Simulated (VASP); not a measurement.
Input of a VASP 6.6.1 run:

File INCAR:

```
SYSTEM = Cu
ALGO = Fast
EDIFF = 1E-7
ENCUT = 520
GGA = PS
ISIF = 2
ISMEAR = 0
LASPH = .TRUE.
LCHARG = .FALSE.
LREAL = .FALSE.
LWAVE = .FALSE.
NBANDS = 18
NELM = 60
PREC = Accurate
SIGMA = 0.15
```

Contents of KPOINTS:

```
k-points
0
G
  18 18 14
  0 0 0
```

File POSCAR:

```
Cu
1.0
    0.0000000000     -1.8075000000     -1.8075000000
    0.0000000000      1.8075000000     -1.8075000000
    3.6150000000      0.0000000000      0.0000000000
Cu
2
Direct
    0.5586810607      0.5000000000      0.5000000000
   -0.0586810607      0.0000000000      0.0000000000
```

Potentials or basis: VASP PAW PBE potentials, release 64 (Cu).

Launch:

```bash
$ cat potpaw_PBE.64/Cu/POTCAR > POTCAR
$ mpirun -np 1 vasp_std > vasp.out
```

Problem. Estimate the band gap on the k mesh.

Solution. Zero (bands 11 and 12 overlap by 7.49 eV).

Problem. Predict the pressure.

Solution. -2.6 GPa.

Problem. What does it give for the largest force?

Solution. 0.915 eV/Å.

Forces in eV/Å, atoms in the order of the input:
```
Cu   0.000  0.647  0.647
Cu   0.000 -0.647 -0.647
```

Caveat: the cell differs from its parent crystal (atoms displaced along a vibrational mode); the PAW data sets were made with another functional, which shifts forces and pressure a little.
